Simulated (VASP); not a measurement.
# SrO (P6_3/mmc) in VASP: a series of runs

Aim: see how the results for SrO move with the level of theory and the settings. Levels: PBE, r2SCAN. Tasks: single point.

Everything below comes from runs of VASP 6.6.1. Logs are shortened: lines on timing, memory, paths and dates and some standing lists are left out, and cuts for length are marked.

### Step 1. The cell of the first run

It takes space group P6_3/mmc (No. 194, hexagonal). Conventional cell: a = 3.589 Å, b = 3.589 Å, c = 6.308 Å, α = 90.00°, β = 90.00°, γ = 120.00°. Within 3.4 Å of Sr (site symmetry -3m) lie 6 O at 2.60 Å and 2 Sr at 3.15 Å. Within 3.4 Å of O (site symmetry -6m2) lie 6 Sr at 2.60 Å.

### Step 2. Single point, PBE

Input file INCAR:

```
ALGO     = Normal         # electronic algorithm
EDIFF    = 1E-6           # SCF threshold, eV
ENCUT    = 520            # plane-wave cutoff, eV
GGA      = PE             # functional
ISIF     = 2              # what is computed and relaxed
ISMEAR   = -1             # smearing method
LASPH    = T              # aspherical terms in the spheres
LCHARG   = T              # write CHGCAR
LELF     = T              # ELF
LREAL    = F              # projectors in reciprocal space
LVHAR    = T            
LWAVE    = F              # write WAVECAR
NBANDS   = 24             # bands
NELM     = 60             # most SCF steps
PREC     = Accurate       # precision mode
SIGMA    = 0.02           # smearing width, eV
```

Input file KPOINTS:

```
k-points
0
Gamma
  12 12 4
```

Input file POSCAR:

```
SrO
1.0
    3.5888947793      0.0000000000      0.0000000000
   -1.7944473897      3.1080740504      0.0000000000
    0.0000000000      0.0000000000      6.3077390201
Sr O
2 2
Direct
    0.0000000000      0.0000000000      0.0000000000
    0.0000000000      0.0000000000      0.5000000000
    0.3333333333      0.6666666667      0.2500000000
    0.6666666667      0.3333333333      0.7500000000
```

Potentials or basis: VASP PAW PBE potentials, release 64 (Sr_sv, O).

Run with:

```console
$ cat potpaw_PBE.64/Sr_sv/POTCAR potpaw_PBE.64/O/POTCAR > POTCAR
$ mpirun -np 1 vasp_std > vasp.out
```

OUTCAR:

```text
EDIFF = 1E-6
   ENCUT = 520
   GGA = PE
   ISIF = 2
   ISMEAR = -1
   LASPH = T
   LREAL = F
   NELM = 60
   PREC = Accurate

 ion  position               nearest neighbor table
   1  0.000  0.000  0.000-   3 2.60   4 2.60   4 2.60   3 2.60   4 2.60   3 2.60   2 3.15   2 3.15
                             2 4.78   2 4.78   2 4.78   2 4.78   2 4.78   2 4.78   2 4.78   2 4.78
   2  0.000  0.000  0.500-   3 2.60   4 2.60   4 2.60   3 2.60   4 2.60   3 2.60   1 3.15   1 3.15
                             1 4.78   1 4.78   1 4.78   1 4.78   1 4.78   1 4.78   1 4.78   1 4.78
   3  0.333  0.667  0.250-   1 2.60   2 2.60   1 2.60   2 2.60   1 2.60   2 2.60
   4  0.667  0.333  0.750-   1 2.60   2 2.60   1 2.60   2 2.60   1 2.60   2 2.60

  LATTYP: Found a hexagonal cell.
 ALAT       =     3.5888947793
 C/A-ratio  =     1.7575714553

  Lattice vectors:

 A1 = (   3.5888947793,   0.0000000000,   0.0000000000)
 A2 = (  -1.7944473897,   3.1080740504,   0.0000000000)
 A3 = (   0.0000000000,   0.0000000000,   6.3077390201)

Analysis of symmetry for initial positions (statically):
=====================================================================
 Subroutine PRICEL returns:
 Original cell was already a primitive cell.

 Routine SETGRP: Setting up the symmetry group for a
 hexagonal supercell.

 Subroutine GETGRP returns: Found 24 space group operations
 (whereof 12 operations were pure point group operations)
 out of a pool of 24 trial point group operations.

The static configuration has the point symmetry D_3d.
 The point group associated with its full space group is D_6h.

Analysis of symmetry for dynamics (positions and initial velocities):
=====================================================================
 Subroutine PRICEL returns:
 Original cell was already a primitive cell.

 Routine SETGRP: Setting up the symmetry group for a
 hexagonal supercell.

 Subroutine GETGRP returns: Found 24 space group operations
 (whereof 12 operations were pure point group operations)
 out of a pool of 24 trial point group operations.

The dynamic configuration has the point symmetry D_3d.
 The point group associated with its full space group is D_6h.

 Subroutine INISYM returns: Found 24 space group operations
 (whereof 12 operations are pure point group operations),
 and found     1 'primitive' translations

----------------------------------------------------------------------------------------

                                     Primitive cell

  volume of cell :      70.3600

  direct lattice vectors                    reciprocal lattice vectors
     3.588894779  0.000000000  0.000000000     0.278637314  0.160871328  0.000000000
    -1.794447390  3.108074050  0.000000000     0.000000000  0.321742656  0.000000000
     0.000000000  0.000000000  6.307739020     0.000000000  0.000000000  0.158535411

  length of vectors
     3.588894779  3.588894779  6.307739020     0.321742656  0.321742656  0.158535411

  position of ions in fractional coordinates (direct lattice)
     0.000000000  0.000000000  0.000000000
     0.000000000  0.000000000  0.500000000
     0.333333333  0.666666667  0.250000000
     0.666666667  0.333333333  0.750000000

  ion indices of the primitive-cell ions
   primitive index   ion index
                 1           1
                 2           2
                 3           3
                 4           4

----------------------------------------------------------------------------------------

 KPOINTS: k-points

Automatic generation of k-mesh.
 Grid dimensions read from file:
 generate k-points for:   12   12    4

 Generating k-lattice:

  Cartesian coordinates                     Fractional coordinates (reciprocal lattice)
     0.023219776  0.013405944  0.000000000     0.083333333  0.000000000  0.000000000
     0.000000000  0.026811888  0.000000000     0.000000000  0.083333333  0.000000000
     0.000000000  0.000000000  0.039633853     0.000000000  0.000000000  0.250000000

  Length of vectors
     0.026811888  0.026811888  0.039633853

  Shift w.r.t. Gamma in fractional coordinates (k-lattice)
     0.000000000  0.000000000  0.000000000

 Subroutine IBZKPT returns following result:
 ===========================================

 Found     57 irreducible k-points:

 Following reciprocal coordinates:
            Coordinates               Weight
  0.000000  0.000000  0.000000      1.000000
  0.083333  0.000000  0.000000      6.000000
  0.166667  0.000000  0.000000      6.000000
  0.250000  0.000000  0.000000      6.000000
  0.333333  0.000000  0.000000      6.000000
  0.416667  0.000000  0.000000      6.000000
[... 16 lines left out ...]
  0.250000  0.000000  0.250000     12.000000
  0.333333  0.000000  0.250000     12.000000
 [... further k-points ...]
   k-points           NKPTS =     57   k-points in BZ     NKDIM =     57   number of bands    NBANDS=     24
   number of dos      NEDOS =    301   number of ions     NIONS =      4
   total plane-waves  NPLWV =  37632
   dimension x,y,z NGX =    28 NGY =   28 NGZ =   48
   dimension x,y,z NGXF=    56 NGYF=   56 NGZF=   96
   ions per type =               2   2
   NGX,Y,Z   is equivalent  to a cutoff of  12.97, 12.97, 12.65 a.u.
   NGXF,Y,Z  is equivalent  to a cutoff of  25.94, 25.94, 25.30 a.u.
 SYSTEM =  unknown system
   PREC   = accura    normal or accurate (medium, high low for compatibility)
   ISTART =      0    job   : 0-new  1-cont  2-samecut
   ICHARG =      2    charge: 1-file 2-atom 10-const
   ISPIN  =      1    spin polarized calculation?
   LNONCOLLINEAR =      F non collinear calculations
   LSORBIT =      F    spin-orbit coupling
   LASPH  =      T    aspherical Exc in radial PAW
   ENCUT  =  520.0 eV  38.22 Ry    6.18 a.u.   6.67  6.67 11.73*2*pi/ulx,y,z
   NELM   =     60;   NELMIN=  2; NELMDL= -5     # of ELM steps
   EDIFF  = 0.1E-05   stopping-criterion for ELM
   LREAL  =      F    real-space projection
   EDIFFG = 0.1E-04   stopping-criterion for IOM
   NSW    =      0    number of steps for IOM
   IBRION =     -1    ionic relax: 0-MD 1-quasi-New 2-CG
   NFREE  =      0    steps in history (QN), initial steepest desc. (CG)
   ISIF   =      2    stress and relaxation
   ISYM   =      2    0-nonsym 1-usesym 2-fastsym
   POTIM  = 0.5000    time-step for ionic-motion
   TEBEG  =    0.0;   TEEND  =   0.0 temperature during run
   PSTRESS=    0.0 pullay stress
   NELECT =      32.0000    total number of electrons
   NUPDOWN=      -1.0000    fix difference up-down
   EMIN   =  10.00;   EMAX   =-10.00  energy-range for DOS
   EFERMI =   0.00;   METHOD = LEGACY
   ISMEAR =    -1;   SIGMA  =   0.02  broadening in eV -4-tet -1-fermi 0-gaus
   EFERMI_NEDOS =   21; number of points for ismear=-14 and -15
   IALGO  =     38    algorithm
   IMIX   =      4    mixing-type and parameters
     AMIX     =   0.40;   BMIX     =  1.00
     AMIX_MAG =   1.60;   BMIX_MAG =  1.00
  volume/ion in A,a.u.               =      17.59       118.70
  Fermi-wavevector in a.u.,A,eV,Ry     =   1.258972  2.379113 21.565392  1.585012
  Thomas-Fermi vector in A             =   2.392555
   LORBIT       =      0    0 simple, 1 ext, 2 COOP (PROOUT), +10 PAW based schemes
   GGA     = PE    functional components
   LHFCALC =     F    Hartree Fock is set to
   AEXX    =    0.0000 exact exchange contribution
   IVDW    =     0    specifies the selected vdW correction
   LEPSILON=     F    determine dielectric tensor
   LRPA    =     F    only Hartree local field effects (RPA)
 non-spin polarized calculation
  energy-cutoff  :      520.00
  volume of cell :       70.36
 maximum number of plane-waves:      1943
 NGX is ok and might be reduce to    28
   NGX = 13   NGY = 13   NGZ = 23

 number of electron      32.0000000 magnetization

 Free energy of the ion-electron system (eV)
  ---------------------------------------------------
  ext. energy  EPLUGINS =         0.00000000
  ---------------------------------------------------
  free energy    TOTEN  =       -23.50135495 eV

  energy without entropy =      -23.50135495  energy(sigma->0) =      -23.50135495

 E-fermi :   2.0571     XC(G=0):  -9.8554

 val. band max:        1.6104032683   @ k =   0.0000   0.0000   0.0000
 cond. band min:       4.9404129989   @ k =   0.0000   0.0000   0.0000
 fundamental gap:      3.3300097306
 Fermi energy:         2.0571272410

 k-point     1 :       0.0000    0.0000    0.0000
  band No.  band energies     occupation
      1     -31.3133      2.00000
      2     -31.1204      2.00000
      3     -15.3788      2.00000
      4     -13.5015      2.00000
      5     -12.9749      2.00000
      6     -12.9749      2.00000
[... 16 lines left out ...]
     23       8.7549      0.00000
     24       9.4603      0.00000

 k-point     2 :       0.0833    0.0000    0.0000
  band No.  band energies     occupation
      1     -31.3064      2.00000
      2     -31.1146      2.00000
      3     -15.3330      2.00000
      4     -13.7362      2.00000
      5     -12.9896      2.00000
      6     -12.8456      2.00000
[... 16 lines left out ...]
     23       8.8245      0.00000
     24      10.1058      0.00000

 k-point     3 :       0.1667    0.0000    0.0000
  band No.  band energies     occupation
      1     -31.2875      2.00000
      2     -31.0987      2.00000
      3     -15.2014      2.00000
      4     -14.1053      2.00000
      5     -13.0291      2.00000
      6     -13.0001      2.00000
[... 16 lines left out ...]
     23       9.1074      0.00000
     24      10.3906      0.00000
[... 514 lines left out ...]
 k-point    23 :       0.2500    0.0000    0.2500
  band No.  band energies     occupation
      1     -31.2350      2.00000
      2     -31.1045      2.00000
      3     -14.8636      2.00000
      4     -14.4192      2.00000
      5     -13.3178      2.00000
      6     -13.0526      2.00000
[... 16 lines left out ...]
     23       9.9722      0.00000
     24      10.3178      0.00000

 k-point    24 :       0.3333    0.0000    0.2500
  band No.  band energies     occupation
      1     -31.2093      2.00000
      2     -31.0818      2.00000
      3     -14.8247      2.00000
      4     -14.4482      2.00000
      5     -13.5489      2.00000
      6     -13.1035      2.00000
[... 16 lines left out ...]
     23      10.6251      0.00000
     24      10.8464      0.00000

 [... further k-points ...]

------------------------ aborting loop because EDIFF is reached ----------------------------------------

  FORCE on cell =-STRESS in cart. coord.  units (eV):
  Direction    XX          YY          ZZ          XY          YZ          ZX
  --------------------------------------------------------------------------------------
  -------------------------------------------------------------------------------------
  Total        0.2185438      0.2185438      0.2913249     -0.0000000      0.0000000      0.0000000
  in kB        4.9764914      4.9764914      6.6337994     -0.0000000      0.0000000      0.0000000
  external PRESSURE =       5.5289274 kB  Pullay stress =       0.0000000 kB

 VOLUME and BASIS-vectors are now :
 -----------------------------------------------------------------------------
  energy-cutoff  :      520.00
  volume of cell :       70.36
      direct lattice vectors                 reciprocal lattice vectors
     3.588894779  0.000000000  0.000000000     0.278637314  0.160871328  0.000000000
    -1.794447390  3.108074050  0.000000000     0.000000000  0.321742656  0.000000000
     0.000000000  0.000000000  6.307739020     0.000000000  0.000000000  0.158535411

 POSITION                                       TOTAL-FORCE (eV/Angst)
 -----------------------------------------------------------------------------------
      0.00000      0.00000      0.00000        -0.000000      0.000000      0.000000
      0.00000      0.00000      3.15387        -0.000000      0.000000      0.000000
     -0.00000      2.07205      1.57693         0.000000     -0.000000      0.000000
      1.79445      1.03602      4.73080        -0.000000      0.000000     -0.000000
 -----------------------------------------------------------------------------------
    total drift:                                0.000000     -0.000000      0.000000

  FREE ENERGIE OF THE ION-ELECTRON SYSTEM (eV)
  ---------------------------------------------------
  free  energy   TOTEN  =       -23.5013549520 eV

  energy  without entropy=      -23.5013549520  energy(sigma->0) =      -23.50135495
```

It took 51 s on 1 thread of Intel Xeon 6975P-C (Granite Rapids), shared host; peak memory 0.24 GiB.

Results:

| Property | Result |
| --- | --- |
| Free energy | -23.5014 eV |
| Pressure | 0.6 GPa |
| Band gap on the k mesh | 3.33 eV |

Stress tensor (GPa, compression positive):
```
0.50 0.00 0.00
0.00 0.50 0.00
0.00 0.00 0.66
```

Levels at points of the mesh, in eV from the valence-band top:
```tsv
k point	band 12	band 13	band 14	band 15	band 16	band 17	band 18	band 19	band 20	band 21
(0.00, 0.00, 0.00)	-0.95	-0.95	-0.15	0.00	0.00	3.33	4.25	6.48	6.48	6.83
(0.50, 0.00, 0.00)	-1.45	-1.08	-0.58	-0.30	-0.11	3.63	5.65	6.72	7.23	8.12
(0.00, 0.00, 0.50)	-1.32	-0.51	-0.51	-0.51	-0.51	5.22	5.22	6.35	6.35	7.11
(0.50, 0.00, 0.50)	-1.41	-0.83	-0.83	-0.60	-0.60	4.78	4.78	7.96	7.96	8.44
```

(Continued in part 2 of 2.)
